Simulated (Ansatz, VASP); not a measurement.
**ZnS in VASP and in Ansatz**

Contents of POSCAR:

```
ZnS
1.0
    3.8109987816      0.0000000000      0.0000000000
   -1.9054993908      3.3004217586      0.0000000000
    0.0000000000      0.0000000000      6.2340000000
Zn S
2 2
Direct
    0.3333333333      0.6666666667      0.0721847931
    0.6666666667      0.3333333333      0.5000000000
    0.3333333333      0.6666666667      0.3850000000
    0.6666666667      0.3333333333      0.8850000000
```

The input INCAR.step1:

```
SYSTEM = ZnS
PREC     = Accurate       ! precision mode
ENCUT    = 520            ! plane-wave cutoff, eV
ISMEAR   = 0              ! smearing method
SIGMA    = 0.05           ! smearing width, eV
LREAL    = .False.        ! projectors in reciprocal space
LASPH    = .True.         ! aspherical terms in the spheres
NELM     = 100            ! most SCF steps
NBANDS   = 26             ! bands
GGA      = PE             ! functional
ALGO     = Normal         ! electronic algorithm
EDIFF    = 1E-4           ! SCF threshold, eV
LWAVE    = .True.         ! write WAVECAR
LCHARG   = .False.        ! write CHGCAR
```

File INCAR.step2:

```
SYSTEM = ZnS
PREC     = Accurate       ! precision mode
ENCUT    = 520            ! plane-wave cutoff, eV
EDIFF    = 1E-6           ! SCF threshold, eV
ISMEAR   = 0              ! smearing method
SIGMA    = 0.05           ! smearing width, eV
LREAL    = .False.        ! projectors in reciprocal space
LASPH    = .True.         ! aspherical terms in the spheres
NELM     = 100            ! most SCF steps
ALGO     = Normal         ! electronic algorithm
ISIF     = 2              ! what is computed and relaxed
LWAVE    = .False.        ! write WAVECAR
LCHARG   = .True.         ! write CHGCAR
METAGGA  = R2SCAN         ! meta-GGA
LMIXTAU  = .True.       
LELF     = .True.         ! ELF
LVHAR    = .True.       
NBANDS   = 26             ! bands
ISTART   = 1
```

The input KPOINTS:

```
Automatic mesh
0
Gamma
  6 6 4
  0 0 0
```

Input for Ansatz:

```yaml
crystal:
  lattice:
    - [3.8109987816, 0.0, 0.0]
    - [-1.9054993908, 3.3004217586, 0.0]
    - [0.0, 0.0, 6.234]
  atoms:
    - { symbol: Zn, position: [0.3333333333, 0.6666666667, 0.0721847931] }
    - { symbol: Zn, position: [0.6666666667, 0.3333333333, 0.5] }
    - { symbol: S, position: [0.3333333333, 0.6666666667, 0.385] }
    - { symbol: S, position: [0.6666666667, 0.3333333333, 0.885] }
basis:
  ecutwfc: 500
kpoints:
  mp_grid: { grid: [6, 6, 4] }
hamiltonian:
  xc: r2scan
scf:
  occupations: { method: gaussian, width: 0.05 }
output:
  forces: true
  stress: true
  eigenvalues: true
```

Alike in both runs: task single point; functional r2SCAN; k mesh 6 × 6 × 4; occupations gaussian, width 0.05 eV; no spin polarisation.

|  | VASP | Ansatz |
| --- | --- | --- |
| version | VASP 6.6.1 | Ansatz 0.2.0 |
| potentials or method | VASP PAW PBE potentials, release 64 (Zn, S), cutoff 520 eV | scalar-relativistic, plane waves, PAW |
| valence electrons in the cell | 36 | 36 |

```csv
,VASP,Ansatz,Ansatz less VASP
gap on the k mesh at the Fermi level (eV),2.08,2.09,+0.011
least direct gap on the mesh (eV),2.08,2.09,+0.011
pressure (GPa),4.4,4.2,-0.21
"traceless stress, the component that is largest in VASP (GPa)",11.34,11.12,-0.219
rms of the force components (eV/Å),2.431,2.386,-0.0447
```

VASP's potentials were made for PBE, not for r2SCAN. Atom by atom the forces differ by 0.045 eV/Å (rms over components). The functional is the same, so the differences come from potentials, cutoffs and numerics.
